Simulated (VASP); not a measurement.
# TiCo3 (Pm-3m) in VASP: single point with r2SCAN

Aim: the single point of TiCo3 with r2SCAN.

Everything below comes from runs of VASP 6.6.1. Logs are shortened: lines on timing, memory, paths and dates and some standing lists are left out, and cuts for length are marked.

## 1. The cell of the first run

Symmetry: Pm-3m, No. 221, cubic system. Conventional cell: a = 3.476 Å, b = 3.476 Å, c = 3.476 Å, α = 90.00°, β = 90.00°, γ = 90.00°. Ti (site symmetry m-3m) has 12 Co at 2.46 Å within 3.2 Å. Co (site symmetry 4/mmm) has 4 Ti at 2.46 Å and 8 Co at 2.46 Å within 3.2 Å.

## 2. Single point, r2SCAN, collinear spin, ferrimagnetic start (volume scaled by 0.91)

File POSCAR:

```
TiCo3
1.0
    3.4758575964      0.0000000000      0.0000000000
    0.0000000000      3.4758575964      0.0000000000
    0.0000000000      0.0000000000      3.4758575964
Ti Co
1 3
Direct
    0.0000000000      0.0000000000      0.0000000000
    0.0000000000      0.5000000000      0.5000000000
    0.5000000000      0.0000000000      0.5000000000
    0.5000000000      0.5000000000      0.0000000000
```

File INCAR.step1:

```
  PREC = Accurate
  ENCUT = 520
  ISMEAR = 0
  SIGMA = 0.1
  LREAL = F
  LASPH = T
  NELM = 150
  ISPIN = 2
  MAGMOM = -0.7 1.46 1.46 1.46
  LMAXMIX = 4
  NBANDS = 32
  GGA = PE
  ALGO = Normal
  EDIFF = 1E-4
  LWAVE = T
  LCHARG = F
```

File INCAR.step2:

```
  PREC = Accurate
  ENCUT = 520
  EDIFF = 1E-6
  ISMEAR = 0
  SIGMA = 0.1
  LREAL = F
  LASPH = T
  NELM = 150
  ALGO = Normal
  ISIF = 2
  LWAVE = F
  LCHARG = T
  ISPIN = 2
  MAGMOM = -0.7 1.46 1.46 1.46
  LORBIT = 11
  LMAXMIX = 4
  METAGGA = R2SCAN
  LMIXTAU = T
  LELF = T
  LVHAR = T
  NBANDS = 32
  ISTART = 1
```

File KPOINTS:

```
regular mesh
0
Gamma
  12 12 12
```

Potentials or basis: VASP PAW PBE potentials, release 64 (Ti_sv, Co).

Command:

```bash
> cat potpaw_PBE.64/Ti_sv/POTCAR potpaw_PBE.64/Co/POTCAR > POTCAR
> cp INCAR.step1 INCAR
> mpirun -np 1 vasp_std > vasp.out
> cp INCAR.step2 INCAR
> mpirun -np 1 vasp_std > vasp.out
```

OUTCAR:

```text
PREC = Accurate
   ENCUT = 520
   EDIFF = 1E-6
   ISMEAR = 0
   LREAL = F
   LASPH = T
   NELM = 150
   ISIF = 2
   ISPIN = 2
   LORBIT = 11
   METAGGA = R2SCAN
   ISTART = 1

 ion  position               nearest neighbor table
   1  0.000  0.000  0.000-   2 2.46   3 2.46   4 2.46   2 2.46   3 2.46   2 2.46   4 2.46   2 2.46
                             3 2.46   4 2.46   3 2.46   4 2.46
   2  0.000  0.500  0.500-   1 2.46   3 2.46   4 2.46   1 2.46   4 2.46   1 2.46   3 2.46   1 2.46
                             3 2.46   4 2.46   4 2.46   3 2.46
   3  0.500  0.000  0.500-   1 2.46   2 2.46   4 2.46   1 2.46   4 2.46   2 2.46   4 2.46   4 2.46
                             1 2.46   2 2.46   1 2.46   2 2.46
   4  0.500  0.500  0.000-   1 2.46   2 2.46   3 2.46   2 2.46   3 2.46   1 2.46   3 2.46   3 2.46
                             1 2.46   2 2.46   2 2.46   1 2.46

  LATTYP: Found a simple cubic cell.
 ALAT       =     3.4758575964

  Lattice vectors:

 A1 = (   3.4758575964,   0.0000000000,   0.0000000000)
 A2 = (   0.0000000000,   3.4758575964,   0.0000000000)
 A3 = (   0.0000000000,   0.0000000000,   3.4758575964)

Analysis of symmetry for initial positions (statically):
=====================================================================
 Subroutine PRICEL returns:
 Original cell was already a primitive cell.

 Routine SETGRP: Setting up the symmetry group for a
 simple cubic supercell.

 Subroutine GETGRP returns: Found 48 space group operations
 (whereof 48 operations were pure point group operations)
 out of a pool of 48 trial point group operations.

The static configuration has the point symmetry O_h .

Analysis of symmetry for dynamics (positions and initial velocities):
=====================================================================
 Subroutine PRICEL returns:
 Original cell was already a primitive cell.

 Routine SETGRP: Setting up the symmetry group for a
 simple cubic supercell.

 Subroutine GETGRP returns: Found 48 space group operations
 (whereof 48 operations were pure point group operations)
 out of a pool of 48 trial point group operations.

The dynamic configuration has the point symmetry O_h .

Analysis of structural, dynamic, and magnetic symmetry:
=====================================================================
 Subroutine PRICEL returns:
 Original cell was already a primitive cell.

 Routine SETGRP: Setting up the symmetry group for a
 simple cubic supercell.

 Subroutine GETGRP returns: Found 48 space group operations
 (whereof 48 operations were pure point group operations)
 out of a pool of 48 trial point group operations.

The overall configuration has the point symmetry O_h .

 Subroutine INISYM returns: Found 48 space group operations
 (whereof 48 operations are pure point group operations),
 and found     1 'primitive' translations

----------------------------------------------------------------------------------------

                                     Primitive cell

  volume of cell :      41.9939

  direct lattice vectors                    reciprocal lattice vectors
     3.475857596  0.000000000  0.000000000     0.287698783  0.000000000  0.000000000
     0.000000000  3.475857596  0.000000000     0.000000000  0.287698783  0.000000000
     0.000000000  0.000000000  3.475857596     0.000000000  0.000000000  0.287698783

  length of vectors
     3.475857596  3.475857596  3.475857596     0.287698783  0.287698783  0.287698783

  position of ions in fractional coordinates (direct lattice)
     0.000000000  0.000000000  0.000000000
     0.000000000  0.500000000  0.500000000
     0.500000000  0.000000000  0.500000000
     0.500000000  0.500000000  0.000000000

  ion indices of the primitive-cell ions
   primitive index   ion index
                 1           1
                 2           2
                 3           3
                 4           4

----------------------------------------------------------------------------------------

[... 23 lines left out ...]

 Following reciprocal coordinates:
            Coordinates               Weight
  0.000000  0.000000  0.000000      1.000000
  0.083333  0.000000  0.000000      6.000000
  0.166667  0.000000  0.000000      6.000000
  0.250000  0.000000  0.000000      6.000000
  0.333333  0.000000  0.000000      6.000000
  0.416667  0.000000  0.000000      6.000000
[... 16 lines left out ...]
  0.333333  0.333333  0.000000     12.000000
  0.416667  0.333333  0.000000     24.000000
 [... further k-points ...]
   k-points           NKPTS =     84   k-points in BZ     NKDIM =     84   number of bands    NBANDS=     32
   number of dos      NEDOS =    301   number of ions     NIONS =      4
   total plane-waves  NPLWV =  21952
   dimension x,y,z NGX =    28 NGY =   28 NGZ =   28
   dimension x,y,z NGXF=    56 NGYF=   56 NGZF=   56
   ions per type =               1   3
   NGX,Y,Z   is equivalent  to a cutoff of  13.39, 13.39, 13.39 a.u.
   NGXF,Y,Z  is equivalent  to a cutoff of  26.78, 26.78, 26.78 a.u.
 SYSTEM =  unknown system
   PREC   = accura    normal or accurate (medium, high low for compatibility)
   ISTART =      1    job   : 0-new  1-cont  2-samecut
   ICHARG =      0    charge: 1-file 2-atom 10-const
   ISPIN  =      2    spin polarized calculation?
   LNONCOLLINEAR =      F non collinear calculations
   LSORBIT =      F    spin-orbit coupling
   LASPH  =      T    aspherical Exc in radial PAW
   ENCUT  =  520.0 eV  38.22 Ry    6.18 a.u.   6.46  6.46  6.46*2*pi/ulx,y,z
   NELM   =    150;   NELMIN=  2; NELMDL=  0     # of ELM steps
   EDIFF  = 0.1E-05   stopping-criterion for ELM
   LREAL  =      F    real-space projection
   EDIFFG = 0.1E-04   stopping-criterion for IOM
   NSW    =      0    number of steps for IOM
   IBRION =     -1    ionic relax: 0-MD 1-quasi-New 2-CG
   NFREE  =      0    steps in history (QN), initial steepest desc. (CG)
   ISIF   =      2    stress and relaxation
   ISYM   =      2    0-nonsym 1-usesym 2-fastsym
   POTIM  = 0.5000    time-step for ionic-motion
   TEBEG  =    0.0;   TEEND  =   0.0 temperature during run
   PSTRESS=    0.0 pullay stress
   NELECT =      39.0000    total number of electrons
   NUPDOWN=      -1.0000    fix difference up-down
   EMIN   =  10.00;   EMAX   =-10.00  energy-range for DOS
   EFERMI =   0.00;   METHOD = LEGACY
   ISMEAR =     0;   SIGMA  =   0.10  broadening in eV -4-tet -1-fermi 0-gaus
   EFERMI_NEDOS =   21; number of points for ismear=-14 and -15
   IALGO  =     38    algorithm
   IMIX   =      4    mixing-type and parameters
     AMIX     =   0.40;   BMIX     =  1.00
     AMIX_MAG =   1.60;   BMIX_MAG =  1.00
  volume/ion in A,a.u.               =      10.50        70.85
  Fermi-wavevector in a.u.,A,eV,Ry     =   1.597231  3.018329 34.710459  2.551147
  Thomas-Fermi vector in A             =   2.694870
   LORBIT       =     11    0 simple, 1 ext, 2 COOP (PROOUT), +10 PAW based schemes
   METAGGA = R2SCAN    functional components
   LHFCALC =     F    Hartree Fock is set to
   AEXX    =    0.0000 exact exchange contribution
   IVDW    =     0    specifies the selected vdW correction
   LEPSILON=     F    determine dielectric tensor
   LRPA    =     F    only Hartree local field effects (RPA)
 spin polarized calculation
 Gauss-broadening in eV      SIGMA  =   0.10
  energy-cutoff  :      520.00
  volume of cell :       41.99
 maximum number of plane-waves:      1148
 NGX is ok and might be reduce to    28
   NGX = 13   NGY = 13   NGZ = 13

 number of electron      38.9999961 magnetization       0.0015982

 number of electron      38.9999961 magnetization      -0.0012315

 Free energy of the ion-electron system (eV)
  ---------------------------------------------------
  ext. energy  EPLUGINS =         0.00000000
  ---------------------------------------------------
  free energy    TOTEN  =       -52.80804026 eV

  energy without entropy =      -52.78779316  energy(sigma->0) =      -52.79791671

 E-fermi :  11.3378     XC(G=0): -14.9901

 val. band max:       11.3347719309   @ k =   0.3333   0.3333   0.0000
 cond. band min:      11.3377712484   @ k =   0.5000   0.3333   0.0000
 fundamental gap:      0.0029993174
 Fermi energy:        11.3377617907

 spin component 1

 k-point     1 :       0.0000    0.0000    0.0000
  band No.  band energies     occupation
      1     -47.2509      1.00000
      2     -22.4901      1.00000
      3     -22.4901      1.00000
      4     -22.4901      1.00000
      5       2.5971      1.00000
      6       6.3912      1.00000
[... 805 lines left out ...]
     30      24.8065      0.00000
     31      25.2684      0.00000

 [... further k-points ...]

 spin component 2

 k-point     1 :       0.0000    0.0000    0.0000
  band No.  band energies     occupation
      1     -47.2505      1.00000
      2     -22.4897      1.00000
      3     -22.4897      1.00000
      4     -22.4897      1.00000
      5       2.5973      1.00000
      6       6.3908      1.00000
[... 805 lines left out ...]
     30      24.8062      0.00000
     31      25.2684      0.00000

 [... further k-points ...]

 [bands above 31 left out]

------------------------ aborting loop because EDIFF is reached ----------------------------------------

  FORCE on cell =-STRESS in cart. coord.  units (eV):
  Direction    XX          YY          ZZ          XY          YZ          ZX
  --------------------------------------------------------------------------------------
  -------------------------------------------------------------------------------------
  Total        3.9926016      3.9926016      3.9926016      0.0000000     -0.0000000     -0.0000000
  in kB      152.3283114    152.3283114    152.3283114      0.0000000     -0.0000000     -0.0000000
  external PRESSURE =     152.3283114 kB  Pullay stress =       0.0000000 kB

 VOLUME and BASIS-vectors are now :
 -----------------------------------------------------------------------------
  energy-cutoff  :      520.00
  volume of cell :       41.99
      direct lattice vectors                 reciprocal lattice vectors
     3.475857596  0.000000000  0.000000000     0.287698783  0.000000000  0.000000000
     0.000000000  3.475857596  0.000000000     0.000000000  0.287698783  0.000000000
     0.000000000  0.000000000  3.475857596     0.000000000  0.000000000  0.287698783

 POSITION                                       TOTAL-FORCE (eV/Angst)
 -----------------------------------------------------------------------------------
      0.00000      0.00000      0.00000         0.000000      0.000000      0.000000
      0.00000      1.73793      1.73793         0.000000      0.000000      0.000000
      1.73793      0.00000      1.73793         0.000000      0.000000      0.000000
      1.73793      1.73793      0.00000         0.000000      0.000000      0.000000
 -----------------------------------------------------------------------------------
    total drift:                                0.000000      0.000000      0.000000

  FREE ENERGIE OF THE ION-ELECTRON SYSTEM (eV)
  ---------------------------------------------------
  free  energy   TOTEN  =       -52.8080402644 eV

  energy  without entropy=      -52.7877931649  energy(sigma->0) =      -52.79791671

 total charge

# of ion       s       p       d       tot
------------------------------------------
    1        2.285   6.238   1.993  10.517
    2        0.576   0.622   7.391   8.588
    3        0.576   0.622   7.391   8.588
    4        0.576   0.622   7.391   8.588
--------------------------------------------------
tot          4.013   8.103  24.166  36.282

 magnetization (x)

# of ion       s       p       d       tot
------------------------------------------
    1       -0.000   0.000   0.000   0.000
    2        0.000   0.000  -0.001  -0.001
    3        0.000   0.000  -0.001  -0.001
    4        0.000   0.000  -0.001  -0.001
--------------------------------------------------
tot          0.000   0.000  -0.002  -0.002
```

It took 13 min on 1 thread of Intel Xeon 6975P-C (Granite Rapids), shared host; peak memory 0.31 GiB.

What came out:

* Free energy: -52.8080 eV
* Pressure: 15.2 GPa
* Net moment: 0.00 μB per cell
* Valence electrons inside the program's atomic spheres: Ti 10.52; Co 8.59

Caveat: the PAW data sets were made with another functional, which shifts forces and pressure a little.
